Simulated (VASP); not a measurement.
A run of VASP 6.6.1 is set up as follows.

The input INCAR:

```
PREC = Accurate
ENCUT = 520
EDIFF = 1E-7
ISMEAR = -1
SIGMA = 0.05
LREAL = F
LASPH = T
NELM = 80
ALGO = Normal
ISIF = 2
LWAVE = F
LCHARG = T
GGA = CA
LELF = T
LVHAR = T
NBANDS = 22
```

File KPOINTS:

```
regular mesh
0
Gamma
  8 8 3
```

POSCAR

```
Na
1.0
    3.6503718133      0.0000000000      0.0000000000
   -1.8251859066      3.1613147235      0.0000000000
    0.0000000000      0.0000000000     12.3678775047
Na
4
Direct
    0.6666666667      0.3333333333      0.7500000000
    0.0000000000      0.0000000000      0.5000000000
    0.3333333333      0.6666666667      0.2500000000
    0.0000000000      0.0000000000      0.0000000000
```

Potentials or basis: VASP PAW LDA potentials, release 64 (Na_pv).

Run with:

```sh
$ cat potpaw_LDA.64/Na_pv/POTCAR > POTCAR
$ mpirun -np 1 vasp_std > vasp.out
```

**Question.** Estimate the band gap on the k mesh.

**Answer.** Zero (band 14 reaches 1.44 eV, above the bottom of band 15 at -2.09 eV).

**Question.** Estimate the pressure.

**Answer.** -0.5 GPa.

Stress tensor (GPa, compression positive):
```
-0.20  0.00  0.00
 0.00 -0.20  0.00
 0.00  0.00 -1.20
```
